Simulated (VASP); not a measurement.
Wanted: the native input for a VASP 6.6.1 run.

```yaml
Task: single point
Functional: PBE
Potentials_or_basis: VASP PAW PBE potentials, release 64 (B, N)
Cutoff: 520 eV
k_mesh: 6 × 6 × 10
Occupations: gaussian, width 0.05 eV
Spin: no spin polarisation
Dipole_correction: no
Further_INCAR_settings: ALGO = Normal; EDIFF = 1e-06; NBANDS = 26
```

The structure of BN lies in POSCAR:

```
BN
1.0
    4.4226829661      0.0000000000      0.0000000000
    0.0000000000      4.4226829661      0.0000000000
    0.0000000000      0.0000000000      2.7786000000
B N
4 4
Direct
    0.1742811368      0.8257188632      0.5000000000
    0.3257188632      0.3257188632      0.0000000000
    0.6742811368      0.6742811368      0.0000000000
    0.8257188632      0.1742811368      0.5000000000
    0.8126115048      0.8126115048      0.5000000000
    0.3126115048      0.6873884952      0.0000000000
    0.6873884952      0.3126115048      0.0000000000
    0.1873884952      0.1873884952      0.5000000000
```

These files were run (other wordings do the same):

INCAR

```
SYSTEM = BN
PREC = Accurate
ENCUT = 520
EDIFF = 1E-6
ISMEAR = 0
SIGMA = 0.05
LREAL = .FALSE.
LASPH = .TRUE.
NELM = 80
ALGO = Normal
ISIF = 2
LWAVE = .FALSE.
LCHARG = .TRUE.
GGA = PE
LELF = .TRUE.
LVHAR = .TRUE.
NBANDS = 26
```

KPOINTS

```
Automatic mesh
0
G
  6 6 10
  0 0 0
```

Potentials or basis: VASP PAW PBE potentials, release 64 (B, N).

Command:

```console
$ cat potpaw_PBE.64/B/POTCAR potpaw_PBE.64/N/POTCAR > POTCAR
$ mpirun -np 1 vasp_std > vasp.out
```

It gave:

* Pressure: -25.5 GPa
* Largest force: 0.329 eV/Å
* Band gap on the k mesh: 4.58 eV, direct

Wall time 65 s on 1 thread of Intel(R) Xeon(R) Platinum 8259CL CPU @ 2.50GHz (Skylake/Cascade Lake), on a shared host, peak memory 0.2 GiB.
